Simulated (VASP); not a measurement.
C: single point with PBE

System: C, in a box.

```
CELL_PARAMETERS angstrom
9.00000 0.00000 0.00000
0.00000 9.35000 0.00000
0.00000 0.00000 9.70000
ATOMIC_POSITIONS crystal
C 0.50000 0.50000 0.50000
```

| Property | Result |
| --- | --- |
| Program | VASP 6.6.1 |
| Task | single point |
| Functional | PBE |
| Potentials or basis | VASP PAW PBE potentials, release 64 (C) |
| Cutoff | 520 eV |
| k mesh | 1 × 1 × 1 |
| Occupations | gaussian, width 0.01 eV |
| Spin | collinear spin |
| Starting moments | [2.0] μB |
| Fixed moment | 2 μB |

```yaml
Net_moment: 2.00 μB per cell
Site_moments: C +0.99 μB
Valence_electrons_inside_the_program's_atomic_spheres: C 2.00
```

It took 3.2 min on 1 thread of Intel Xeon 8259CL (shared host), peak memory 0.93 GiB.

Caveat: the total moment is fixed, so each spin has its own Fermi level and the state may be an excited one.
